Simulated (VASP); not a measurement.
Write the native input for VASP 6.6.1 that does the following.

```yaml
Task: single point
Functional: LDA
Potentials_or_basis: VASP PAW LDA potentials, release 64 (Ag)
Cutoff: 520 eV
k_mesh: 4 × 4 × 4
Occupations: gaussian, width 0.1 eV
Spin: no spin polarisation
Dipole_correction: no
Further_INCAR_settings: LREAL = Auto; ALGO = Normal; EDIFF = 1e-06; NBANDS = 168
```

The structure of Ag lies in POSCAR:

```
Ag
1.0
   -6.0027322707      6.0027322707      0.0000000000
   -6.0027322707      0.0000000000      6.0027322707
    0.0000000000      6.0027322707      6.0027322707
Ag
27
Direct
    0.0000000000      0.0000000000      0.0000000000
    0.3333333333      0.0000000000      0.0000000000
    0.0000000000      0.3333333333      0.0000000000
    0.0000000000      0.0000000000      0.3333333333
    0.6666666667      0.0000000000      0.0000000000
    0.3333333333      0.3333333333      0.0000000000
    0.3333333333      0.0000000000      0.3333333333
    0.0000000000      0.6666666667      0.0000000000
    0.0000000000      0.3333333333      0.3333333333
    0.0000000000      0.0000000000      0.6666666667
    0.6666666667      0.3333333333      0.0000000000
    0.6666666667      0.0000000000      0.3333333333
    0.3333333333      0.6666666667      0.0000000000
    0.3333333333      0.3333333333      0.3333333333
    0.3333333333      0.0000000000      0.6666666667
    0.0000000000      0.6666666667      0.3333333333
    0.0000000000      0.3333333333      0.6666666667
    0.6666666667      0.6666666667      0.0000000000
    0.6666666667      0.3333333333      0.3333333333
    0.6666666667      0.0000000000      0.6666666667
    0.3333333333      0.6666666667      0.3333333333
    0.3333333333      0.3333333333      0.6666666667
    0.0000000000      0.6666666667      0.6666666667
    0.6666666667      0.6666666667      0.3333333333
    0.6666666667      0.3333333333      0.6666666667
    0.3333333333      0.6666666667      0.6666666667
    0.6666666667      0.6666666667      0.6666666667
```

These files were run (other wordings do the same):

INCAR

```
PREC = Accurate ; ENCUT = 520
EDIFF = 1E-6 ; ISMEAR = 0
SIGMA = 0.1 ; LREAL = Auto
LASPH = True ; NELM = 100
ALGO = Normal ; ISIF = 2
LWAVE = False ; LCHARG = True
GGA = CA ; LELF = True
LVHAR = True ; NBANDS = 168
LUSENCCL = False
```

KPOINTS

```
regular mesh
0
Gamma
  4 4 4
```

Potentials or basis: VASP PAW LDA potentials, release 64 (Ag).

The run is started by

```bash
$ cat potpaw_LDA.64/Ag/POTCAR > POTCAR
$ mpirun -np 1 vasp_std > vasp.out
```

Results of the run:

The pressure is 0.1 GPa. The band gap on the k mesh is zero (an odd number of electrons rules out a gap without spin polarisation).

Wall time 3.7 min on 1 × NVIDIA H100 80GB with 1 thread of AMD EPYC 7R13 Processor (Zen 3), on a shared host, peak memory 1.7 GiB.
